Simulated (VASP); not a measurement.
The system is HfN.

```
Hf N
1.0
     2.80607    0.00000    0.00000
     0.00000    2.80607    0.00000
     0.00000    0.00000    2.80607
Hf N
1 1
Direct
  0.50000 0.50000 0.50000
  0.00000 0.00000 0.00000
```

Base run:

- Program: VASP 6.6.1
- Functional: PBE
- Potentials or basis: VASP PAW PBE potentials, release 64 (Hf_pv, N)
- Cutoff: 520 eV
- k mesh: 9 × 9 × 9
- Occupations: fermi-dirac, width 0.05 eV
- Spin: no spin polarisation

Its results: pressure 2.3 GPa.

Problem. After a change of settings the same cell gave: pressure -6.5 GPa. Which change was it?
A. functional from PBE to LDA; potentials or basis from VASP PAW PBE potentials, release 64 (Hf_pv, N) to VASP PAW LDA potentials, release 64 (Hf_pv, N)
B. functional from PBE to PBE0; k mesh from 9 × 9 × 9 to 5 × 5 × 5
C. functional from PBE to BLYP; further incar settings from ALGO = Normal; EDIFF = 1e-07; NBANDS = 14 to ALGO = Normal; EDIFF = 1e-06; NBANDS = 14
D. further incar settings from ALGO = Normal; EDIFF = 1e-07; NBANDS = 14 to ALGO = Normal; EDIFF = 1e-06; NBANDS = 14

Solution. B.

Caveats: some runs use coarse meshes; the PAW data sets were made with another functional, which shifts forces and pressure a little (some runs).
